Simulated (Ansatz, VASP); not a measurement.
# Two plane-wave programs on SrCl2

The input INCAR:

```
PREC     = Accurate       # precision mode
ENCUT    = 520            # plane-wave cutoff, eV
EDIFF    = 1E-6           # SCF threshold, eV
ISMEAR   = 1              # smearing method
SIGMA    = 0.5            # smearing width, eV
LREAL    = F              # projectors in reciprocal space
LASPH    = T              # aspherical terms in the spheres
NELM     = 80             # most SCF steps
ALGO     = Normal         # electronic algorithm
ISIF     = 2              # what is computed and relaxed
LWAVE    = F              # write WAVECAR
LCHARG   = F              # write CHGCAR
GGA      = PE             # functional
NBANDS   = 19             # bands
```

Contents of KPOINTS:

```
Automatic mesh
0
Gamma
  4 4 4
```

File POSCAR:

```
SrCl2
1.0
    0.0000000000      3.4977180859      3.4977180859
    3.4977180859      0.0000000000      3.4977180859
    3.4977180859      3.4977180859      0.0000000000
Sr Cl
1 2
Direct
    0.0000000000      0.0000000000      0.0000000000
    0.2500000000      0.2500000000      0.2500000000
    0.7500000000      0.7500000000      0.7500000000
```

Input for Ansatz:

```yaml
crystal:
  lattice:
    - [0.0, 3.4977180859, 3.4977180859]
    - [3.4977180859, 0.0, 3.4977180859]
    - [3.4977180859, 3.4977180859, 0.0]
  atoms:
    - { symbol: Sr, position: [0.0, 0.0, 0.0] }
    - { symbol: Cl, position: [0.25, 0.25, 0.25] }
    - { symbol: Cl, position: [0.75, 0.75, 0.75] }
kpoints:
  mp_grid: { grid: [4, 4, 4] }
hamiltonian:
  xc: pbe
scf:
  occupations: { method: methfessel_paxton, width: 0.5 }
  n_extra_bands: 4
output:
  forces: true
  stress: true
  eigenvalues: true
```

Alike in both runs: task single point; functional PBE; k mesh 4 × 4 × 4; occupations methfessel-paxton of order 1, width 0.5 eV; no spin polarisation.

|  | VASP | Ansatz |
| --- | --- | --- |
| version | VASP 6.6.1 | Ansatz 0.2.0 |
| potentials or method | VASP PAW PBE potentials, release 64 (Sr_sv, Cl) | plane waves |
| plane-wave cutoff (eV) | 520 | 420 |
| valence electrons in the cell | 24 | 24 |

Ansatz gave:

- pressure (GPa): 0.7

Which values does VASP return?

Pressure (GPa): 0.6.
